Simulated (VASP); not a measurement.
# Cs3O2 (R-3c) in VASP: single point with PBE

Aim: the single point of Cs3O2 with PBE.

Program: VASP 6.6.1. These are calculated values, not measurements. Logs are shortened: lines on timing, memory, paths and dates and some standing lists are left out, and cuts for length are marked.

## Step 1: The cell of the first run

It takes space group R-3c (No. 167, trigonal). The conventional cell has a = 7.314 Å, b = 7.314 Å, c = 19.970 Å, α = 90.00°, β = 90.00°, γ = 120.00°. Within 4.2 Å of Cs (site symmetry 2) lie 4 O at 2.85 to 3.03 Å and 8 Cs at 3.88 to 4.19 Å. O (site symmetry 3) has 6 Cs at 2.85 to 3.03 Å within 3.8 Å.

## Step 2: Single point, PBE

INCAR

```
ALGO = Normal ; EDIFF = 1E-6
ENCUT = 600 ; GGA = PE
GGA_COMPAT = False ; ISIF = 2
ISMEAR = 0 ; LASPH = True
LCHARG = True ; LELF = True
LREAL = False ; LVHAR = True
LWAVE = False ; NBANDS = 50
NELM = 120 ; PREC = Accurate
SIGMA = 0.1
```

KPOINTS

```
k-points
0
Gamma
  3 3 3
```

POSCAR

```
Cs3O2
1.0
    3.6571476085      2.1114551562      6.6565578435
   -3.6571476085      2.1114551562      6.6565578435
    0.0000000000     -4.2229103125      6.6565578435
Cs O
6 4
Direct
    0.0562500000      0.4437500000      0.7500000000
    0.7500000000      0.0562500000      0.4437500000
    0.4437500000      0.7500000000      0.0562500000
    0.9437500000      0.5562500000      0.2500000000
    0.2500000000      0.9437500000      0.5562500000
    0.5562500000      0.2500000000      0.9437500000
    0.8521800000      0.8521800000      0.8521800000
    0.6478200000      0.6478200000      0.6478200000
    0.1478200000      0.1478200000      0.1478200000
    0.3521800000      0.3521800000      0.3521800000
```

Potentials or basis: VASP PAW PBE potentials, release 64 (Cs_sv, O).

Command:

```bash
> cat potpaw_PBE.64/Cs_sv/POTCAR potpaw_PBE.64/O/POTCAR > POTCAR
> mpirun -np 1 vasp_std > vasp.out
```

OUTCAR:

```text
EDIFF = 1E-6
   ENCUT = 600
   GGA = PE
   ISIF = 2
   ISMEAR = 0
   LASPH = True
   LREAL = False
   NELM = 120
   PREC = Accurate

 ion  position               nearest neighbor table
   1  0.056  0.444  0.750-
   2  0.750  0.056  0.444-
   3  0.444  0.750  0.056-
   4  0.944  0.556  0.250-
   5  0.250  0.944  0.556-
   6  0.556  0.250  0.944-
   7  0.852  0.852  0.852-
   8  0.648  0.648  0.648-
   9  0.148  0.148  0.148-
  10  0.352  0.352  0.352-

  LATTYP: Found a trigonal (rhomboedric) cell.
 ALAT       =     7.8830662709
 COS(alpha) =     0.5695481095

  Lattice vectors:

 A1 = (   3.6571476085,   2.1114551562,   6.6565578435)
 A2 = (  -3.6571476085,   2.1114551562,   6.6565578435)
 A3 = (   0.0000000000,  -4.2229103125,   6.6565578435)

Analysis of symmetry for initial positions (statically):
=====================================================================
 Subroutine PRICEL returns:
 Original cell was already a primitive cell.

 Routine SETGRP: Setting up the symmetry group for a
 trigonal (rhombohedral) supercell.

 Subroutine GETGRP returns: Found 12 space group operations
 (whereof  6 operations were pure point group operations)
 out of a pool of 12 trial point group operations.

The static configuration has the point symmetry S_6 .
 The point group associated with its full space group is D_3d.

Analysis of symmetry for dynamics (positions and initial velocities):
=====================================================================
 Subroutine PRICEL returns:
 Original cell was already a primitive cell.

 Routine SETGRP: Setting up the symmetry group for a
 trigonal (rhombohedral) supercell.

 Subroutine GETGRP returns: Found 12 space group operations
 (whereof  6 operations were pure point group operations)
 out of a pool of 12 trial point group operations.

The dynamic configuration has the point symmetry S_6 .
 The point group associated with its full space group is D_3d.

 Subroutine INISYM returns: Found 12 space group operations
 (whereof  6 operations are pure point group operations),
 and found     1 'primitive' translations

----------------------------------------------------------------------------------------

                                     Primitive cell

  volume of cell :     308.4078

  direct lattice vectors                    reciprocal lattice vectors
     3.657147608  2.111455156  6.656557843     0.136718572  0.078934505  0.050075931
    -3.657147608  2.111455156  6.656557843    -0.136718572  0.078934505  0.050075931
     0.000000000 -4.222910312  6.656557843     0.000000000 -0.157869009  0.050075931

  length of vectors
     7.883066271  7.883066271  7.883066271     0.165620720  0.165620720  0.165620720

  position of ions in fractional coordinates (direct lattice)
     0.056250000  0.443750000  0.750000000
     0.750000000  0.056250000  0.443750000
     0.443750000  0.750000000  0.056250000
     0.943750000  0.556250000  0.250000000
     0.250000000  0.943750000  0.556250000
     0.556250000  0.250000000  0.943750000
     0.852180000  0.852180000  0.852180000
     0.647820000  0.647820000  0.647820000
     0.147820000  0.147820000  0.147820000
     0.352180000  0.352180000  0.352180000

  ion indices of the primitive-cell ions
   primitive index   ion index
                 1           1
                 2           2
                 3           3
                 4           4
                 5           5
                 6           6
                 7           7
                 8           8
                 9           9
                10          10

----------------------------------------------------------------------------------------

 KPOINTS: k-points

Automatic generation of k-mesh.
 Grid dimensions read from file:
 generate k-points for:    3    3    3

 Generating k-lattice:

  Cartesian coordinates                     Fractional coordinates (reciprocal lattice)
     0.045572857  0.026311502  0.016691977     0.333333333  0.000000000  0.000000000
    -0.045572857  0.026311502  0.016691977     0.000000000  0.333333333  0.000000000
     0.000000000 -0.052623003  0.016691977     0.000000000  0.000000000  0.333333333

  Length of vectors
     0.055206907  0.055206907  0.055206907

  Shift w.r.t. Gamma in fractional coordinates (k-lattice)
     0.000000000  0.000000000  0.000000000

 Subroutine IBZKPT returns following result:
 ===========================================

 Found      6 irreducible k-points:

 Following reciprocal coordinates:
            Coordinates               Weight
  0.000000  0.000000  0.000000      1.000000
  0.333333  0.000000 -0.000000      6.000000
  0.333333  0.333333 -0.000000      6.000000
 -0.333333  0.333333  0.000000      6.000000
  0.333333  0.333333  0.333333      2.000000
 -0.333333  0.333333  0.333333      6.000000
   k-points           NKPTS =      6   k-points in BZ     NKDIM =      6   number of bands    NBANDS=     50
   number of dos      NEDOS =    301   number of ions     NIONS =     10
   total plane-waves  NPLWV = 262144
   dimension x,y,z NGX =    64 NGY =   64 NGZ =   64
   dimension x,y,z NGXF=   128 NGYF=  128 NGZF=  128
   ions per type =               6   4
   NGX,Y,Z   is equivalent  to a cutoff of  13.50, 13.50, 13.50 a.u.
   NGXF,Y,Z  is equivalent  to a cutoff of  26.99, 26.99, 26.99 a.u.
 SYSTEM =  unknown system
   PREC   = accura    normal or accurate (medium, high low for compatibility)
   ISTART =      0    job   : 0-new  1-cont  2-samecut
   ICHARG =      2    charge: 1-file 2-atom 10-const
   ISPIN  =      1    spin polarized calculation?
   LNONCOLLINEAR =      F non collinear calculations
   LSORBIT =      F    spin-orbit coupling
   LASPH  =      T    aspherical Exc in radial PAW
   ENCUT  =  600.0 eV  44.10 Ry    6.64 a.u.  15.74 15.74 15.74*2*pi/ulx,y,z
   NELM   =    120;   NELMIN=  2; NELMDL= -5     # of ELM steps
   EDIFF  = 0.1E-05   stopping-criterion for ELM
   LREAL  =      F    real-space projection
   EDIFFG = 0.1E-04   stopping-criterion for IOM
   NSW    =      0    number of steps for IOM
   IBRION =     -1    ionic relax: 0-MD 1-quasi-New 2-CG
   NFREE  =      0    steps in history (QN), initial steepest desc. (CG)
   ISIF   =      2    stress and relaxation
   ISYM   =      2    0-nonsym 1-usesym 2-fastsym
   POTIM  = 0.5000    time-step for ionic-motion
   TEBEG  =    0.0;   TEEND  =   0.0 temperature during run
   PSTRESS=    0.0 pullay stress
   NELECT =      78.0000    total number of electrons
   NUPDOWN=      -1.0000    fix difference up-down
   EMIN   =  10.00;   EMAX   =-10.00  energy-range for DOS
   EFERMI =   0.00;   METHOD = LEGACY
   ISMEAR =     0;   SIGMA  =   0.10  broadening in eV -4-tet -1-fermi 0-gaus
   EFERMI_NEDOS =   21; number of points for ismear=-14 and -15
   IALGO  =     38    algorithm
   IMIX   =      4    mixing-type and parameters
     AMIX     =   0.40;   BMIX     =  1.00
     AMIX_MAG =   1.60;   BMIX_MAG =  1.00
  volume/ion in A,a.u.               =      30.84       208.12
  Fermi-wavevector in a.u.,A,eV,Ry     =   1.035296  1.956426 14.583243  1.071838
  Thomas-Fermi vector in A             =   2.169633
   LORBIT       =      0    0 simple, 1 ext, 2 COOP (PROOUT), +10 PAW based schemes
   GGA     = PE    functional components
   LHFCALC =     F    Hartree Fock is set to
   AEXX    =    0.0000 exact exchange contribution
   IVDW    =     0    specifies the selected vdW correction
   LEPSILON=     F    determine dielectric tensor
   LRPA    =     F    only Hartree local field effects (RPA)
 non-spin polarized calculation
 Gauss-broadening in eV      SIGMA  =   0.10
  energy-cutoff  :      600.00
  volume of cell :      308.41
 maximum number of plane-waves:     10346
   NGX = 31   NGY = 31   NGZ = 31

 number of electron      78.0000009 magnetization

 Free energy of the ion-electron system (eV)
  ---------------------------------------------------
  ext. energy  EPLUGINS =         0.00000000
  ---------------------------------------------------
  free energy    TOTEN  =       -33.57072225 eV

  energy without entropy =      -33.47150989  energy(sigma->0) =      -33.52111607

 E-fermi :   1.1103     XC(G=0):  -8.2911

 val. band max:        1.0933845509   @ k =  -0.3333   0.3333   0.0000
 cond. band min:       1.1274831818   @ k =   0.3333   0.3333   0.3333
 fundamental gap:      0.0340986309
 Fermi energy:         1.1103296690

 k-point     1 :       0.0000    0.0000    0.0000
  band No.  band energies     occupation
      1     -19.8021      2.00000
      2     -19.5374      2.00000
      3     -19.5037      2.00000
      4     -19.5037      2.00000
      5     -19.4742      2.00000
      6     -19.4742      2.00000
[... 42 lines left out ...]
     49       6.4392      0.00000
     50       6.6109      0.00000

 k-point     2 :       0.3333    0.0000   -0.0000
  band No.  band energies     occupation
      1     -19.7288      2.00000
      2     -19.5862      2.00000
      3     -19.5093      2.00000
      4     -19.5064      2.00000
      5     -19.4930      2.00000
      6     -19.4797      2.00000
[... 42 lines left out ...]
     49       6.5584      0.00000
     50       6.9722      0.00000

 k-point     3 :       0.3333    0.3333   -0.0000
  band No.  band energies     occupation
      1     -19.7127      2.00000
      2     -19.5561      2.00000
      3     -19.5355      2.00000
      4     -19.5265      2.00000
      5     -19.5081      2.00000
      6     -19.4669      2.00000
[... 42 lines left out ...]
     49       6.7384      0.00000
     50       6.7521      0.00000

 k-point     4 :      -0.3333    0.3333    0.0000
  band No.  band energies     occupation
      1     -19.6376      2.00000
      2     -19.6240      2.00000
      3     -19.5573      2.00000
      4     -19.5168      2.00000
      5     -19.5000      2.00000
      6     -19.4730      2.00000
[... 42 lines left out ...]
     49       6.5616      0.00000
     50       6.9455      0.00000

 k-point     5 :       0.3333    0.3333    0.3333
  band No.  band energies     occupation
      1     -19.7389      2.00000
      2     -19.6067      2.00000
      3     -19.4965      2.00000
      4     -19.4965      2.00000
      5     -19.4817      2.00000
      6     -19.4817      2.00000
[... 42 lines left out ...]
     49       6.9022      0.00000
     50       6.9106      0.00000

 k-point     6 :      -0.3333    0.3333    0.3333
  band No.  band energies     occupation
      1     -19.6476      2.00000
      2     -19.6278      2.00000
      3     -19.5564      2.00000
      4     -19.5254      2.00000
      5     -19.4800      2.00000
      6     -19.4707      2.00000
[... 42 lines left out ...]
     49       6.8548      0.00000
     50       7.1546      0.00000

------------------------ aborting loop because EDIFF is reached ----------------------------------------

  FORCE on cell =-STRESS in cart. coord.  units (eV):
  Direction    XX          YY          ZZ          XY          YZ          ZX
  --------------------------------------------------------------------------------------
  -------------------------------------------------------------------------------------
  Total        2.6678307      2.6678307      1.5928764     -0.0000000     -0.0000000     -0.0000000
  in kB       13.8593713     13.8593713      8.2749874     -0.0000000     -0.0000000     -0.0000000
  external PRESSURE =      11.9979100 kB  Pullay stress =       0.0000000 kB

 VOLUME and BASIS-vectors are now :
 -----------------------------------------------------------------------------
  energy-cutoff  :      600.00
  volume of cell :      308.41
      direct lattice vectors                 reciprocal lattice vectors
     3.657147608  2.111455156  6.656557843     0.136718572  0.078934505  0.050075931
    -3.657147608  2.111455156  6.656557843    -0.136718572  0.078934505  0.050075931
     0.000000000 -4.222910312  6.656557843     0.000000000 -0.157869009  0.050075931

 POSITION                                       TOTAL-FORCE (eV/Angst)
 -----------------------------------------------------------------------------------
     -1.41714     -2.11146      8.32070        -0.031675     -0.000000     -0.000000
      2.53715     -0.17156      8.32070         0.015838     -0.027431      0.000000
     -1.12000      2.28301      8.32070         0.015838      0.027431      0.000000
      1.41714      2.11146     11.64898         0.031675     -0.000000     -0.000000
     -2.53715      0.17156     11.64898        -0.015838      0.027431      0.000000
      1.12000     -2.28301     11.64898        -0.015838     -0.027431      0.000000
      0.00000     -0.00000     17.01776        -0.000000      0.000000     -0.043329
      0.00000     -0.00000     12.93675        -0.000000     -0.000000      0.043329
      0.00000     -0.00000      2.95192        -0.000000     -0.000000      0.043329
      0.00000     -0.00000      7.03292        -0.000000      0.000000     -0.043329
 -----------------------------------------------------------------------------------
    total drift:                               -0.000000     -0.000000      0.000000

  FREE ENERGIE OF THE ION-ELECTRON SYSTEM (eV)
  ---------------------------------------------------
  free  energy   TOTEN  =       -33.5707222454 eV

  energy  without entropy=      -33.4715098935  energy(sigma->0) =      -33.52111607
```

Run time: 3.5 min. Hardware: 1 thread of Intel Xeon 8259CL, shared host; peak memory 0.59 GiB.

What came out:

```
Free energy            : -33.5707 eV
Pressure               : 1.2 GPa
Largest force          : 0.043 eV/Å
Band gap on the k mesh : zero (bands 39 and 40 overlap by 0.22 eV)
```

Forces on the atoms (eV/Å):
```
Cs  -0.032  0.000  0.000
Cs   0.016 -0.027  0.000
Cs   0.016  0.027  0.000
Cs   0.032  0.000  0.000
Cs  -0.016  0.027  0.000
Cs  -0.016 -0.027  0.000
O    0.000  0.000 -0.043
O    0.000  0.000  0.043
O    0.000  0.000  0.043
O    0.000  0.000 -0.043
```

Stress tensor (GPa, compression positive):
```
1.39 0.00 0.00
0.00 1.39 0.00
0.00 0.00 0.83
```

Caveat: spin-orbit coupling is left out, which moves the levels of the heavy elements.

The gap in the log of VASP goes by the Fermi energy; the results here count the filled bands.